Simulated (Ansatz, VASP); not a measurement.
SnO2 in VASP and in Ansatz

```
Sn O
1.0
     4.73735    0.00000    0.00000
     0.00000    4.73735    0.00000
     0.00000    0.00000    3.25013
Sn O
2 4
Direct
  0.00000 0.00000 0.00000
  0.50000 0.50000 0.50000
  0.30562 0.30562 0.00000
  0.19438 0.80562 0.50000
  0.69438 0.69438 0.00000
  0.80562 0.19438 0.50000
```

Change from the starting cell: zz strain of +2 %, crystal datasets.

Alike in both runs: task electric field gradients; functional PBE; k mesh 4 × 4 × 6; occupations fermi-dirac, width 0.03 eV; no spin polarisation.

```csv
,VASP,Ansatz
version,VASP 6.6.1,Ansatz 0.2.0
potentials or method,"VASP PAW PBE potentials, release 64 (Sn_d, O), cutoff 520 eV","all-electron PAW with datasets made for the crystal, scalar-relativistic"
```

VASP gave:

```
pressure (GPa)                                                : 6.4
traceless stress, the component that is largest in VASP (GPa) : -1.94
rms of the force components (eV/Å)                            : 0.044
size of Vzz on the site where it differs most (V/Å²)          : 70.6
```

Q: Which values does Ansatz return?

A: Pressure (GPa): 5.7; traceless stress, the component that is largest in VASP (GPa): -2.11; rms of the force components (eV/Å): 0.050; size of Vzz on the site where it differs most (V/Å²): 75.9.

Atom by atom the forces differ by 0.005 eV/Å (rms over components). Ansatz ran all-electron here, and VASP with PAW potentials.
